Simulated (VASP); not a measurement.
A run of VASP 6.6.1 is set up as follows.

POSCAR

```
Sb
1.0
    3.0126157222      0.0000000000      0.0000000000
    0.0000000000      3.0126157222      0.0000000000
    0.0000000000      0.0000000000      3.0126157222
Sb
1
Direct
    0.0000000000      0.0000000000      0.0000000000
```

The input INCAR.step1:

```
SYSTEM = Sb
PREC     = Accurate       ! precision mode
ENCUT    = 520            ! plane-wave cutoff, eV
ISMEAR   = 0              ! smearing method
SIGMA    = 0.1            ! smearing width, eV
LREAL    = .False.        ! projectors in reciprocal space
LASPH    = .True.         ! aspherical terms in the spheres
NELM     = 80             ! most SCF steps
NBANDS   = 8              ! bands
GGA      = PE             ! functional
ALGO     = Normal         ! electronic algorithm
EDIFF    = 1E-4           ! SCF threshold, eV
LWAVE    = .True.         ! write WAVECAR
LCHARG   = .False.        ! write CHGCAR
```

INCAR.step2

```
SYSTEM = Sb
PREC     = Accurate       ! precision mode
ENCUT    = 520            ! plane-wave cutoff, eV
EDIFF    = 1E-7           ! SCF threshold, eV
ISMEAR   = 0              ! smearing method
SIGMA    = 0.1            ! smearing width, eV
LREAL    = .False.        ! projectors in reciprocal space
LASPH    = .True.         ! aspherical terms in the spheres
NELM     = 80             ! most SCF steps
ALGO     = Normal         ! electronic algorithm
ISIF     = 2              ! what is computed and relaxed
LWAVE    = .False.        ! write WAVECAR
LCHARG   = .False.        ! write CHGCAR
METAGGA  = R2SCAN         ! meta-GGA
LMIXTAU  = .True.       
NBANDS   = 8              ! bands
ISTART   = 1
```

Contents of KPOINTS:

```
Automatic mesh
0
Gamma
  14 14 14
  0 0 0
```

Potentials or basis: VASP PAW PBE potentials, release 64 (Sb).

Run with:

```sh
$ cat potpaw_PBE.64/Sb/POTCAR > POTCAR
$ cp INCAR.step1 INCAR
$ mpirun -np 1 vasp_std > vasp.out
$ cp INCAR.step2 INCAR
$ mpirun -np 1 vasp_std > vasp.out
```

(1) Estimate the pressure.

(2) Estimate the band gap on the k mesh.

Results:

(1) 5.1 GPa.

(2) zero (an odd number of electrons rules out a gap without spin polarisation).

Caveat: the cell stands under pressure; the PAW data sets were made with another functional, which shifts forces and pressure a little; spin-orbit coupling is left out, which moves the levels of the heavy elements; an odd number of electrons without spin polarisation forces a metal; a magnetic or distorted state may lie lower.
